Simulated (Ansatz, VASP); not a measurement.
**Rb: VASP beside Ansatz**

```xyz
1
Lattice="-2.7646 2.7646 2.7646 2.7646 -2.7646 2.7646 2.7646 2.7646 -2.7646" Properties=species:S:1:pos:R:3 pbc="T T T"
Rb    0.0000    0.0000    0.0000
```

Change from the starting cell: volume scaled by 0.96.

Alike in both runs: task single point; functional rpbe exchange, lyp correlation; k mesh 7 × 7 × 7; occupations fermi-dirac, width 0.01 eV; no spin polarisation.

|  | VASP | Ansatz |
| --- | --- | --- |
| version | VASP 6.6.1 | Ansatz 0.2.0 |
| potentials or method | VASP PAW PBE potentials, release 64 (Rb_sv), cutoff 500 eV | all-electron LAPW, scalar-relativistic |

|  | VASP | Ansatz | Ansatz less VASP |
| --- | --- | --- | --- |
| gap on the k mesh at the Fermi level (eV) | none | none | - |
| pressure (GPa) | 0.6 | 0.6 | 0.00 |

VASP's potentials were made for PBE, not for rpbe exchange, lyp correlation. A gap of «none» marks a metal or a gap that the smearing closes. Ansatz ran all-electron here, and VASP with PAW potentials.
